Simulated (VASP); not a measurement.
Input of a VASP 6.6.1 run:

File INCAR:

```
SYSTEM = SrO
PREC = Accurate ; ENCUT = 600
EDIFF = 1E-6 ; ISMEAR = 0
SIGMA = 0.1 ; LREAL = .False.
LASPH = .True. ; NELM = 80
ALGO = Normal ; ISIF = 3
LWAVE = .False. ; LCHARG = .False.
GGA = PE ; IBRION = 2
NSW = 90 ; EDIFFG = -0.04
```

Contents of KPOINTS:

```
Automatic mesh
0
Gamma
  4 4 4
  0 0 0
```

Contents of POSCAR:

```
SrO
1.0
    4.1146370000      0.0000000000      0.0000000000
    0.0000000000      6.3302107700      0.0000000000
    0.0000000000      0.0000000000      6.3302107700
Sr O
2 2
Direct
    0.0000000000      0.7500000000      0.0000000000
    0.5000000000      0.2500000000      0.5000000000
    0.0000000000      0.4450000000      0.3050000000
    0.5000000000      0.5550000000      0.8050000000
```

Potentials or basis: VASP PAW PBE potentials, release 64 (Sr_sv, O).

Run with:

```console
$ cat potpaw_PBE.64/Sr_sv/POTCAR potpaw_PBE.64/O/POTCAR > POTCAR
$ mpirun -np 1 vasp_std > vasp.out
```

Question: What does it give for the relaxed cell?

Answer: a = 3.985 Å, b = 4.017 Å, c = 5.561 Å, α = 90.00°, β = 90.00°, γ = 90.00°.

Question: Estimate the band gap on the k mesh.

Answer: 2.46 eV, indirect (least direct gap 2.48 eV).

Stress tensor (GPa, compression positive):
```
 0.03  0.00  0.00
 0.00 -0.18  0.00
 0.00  0.00  0.12
```

 A k mesh can miss the band edges.
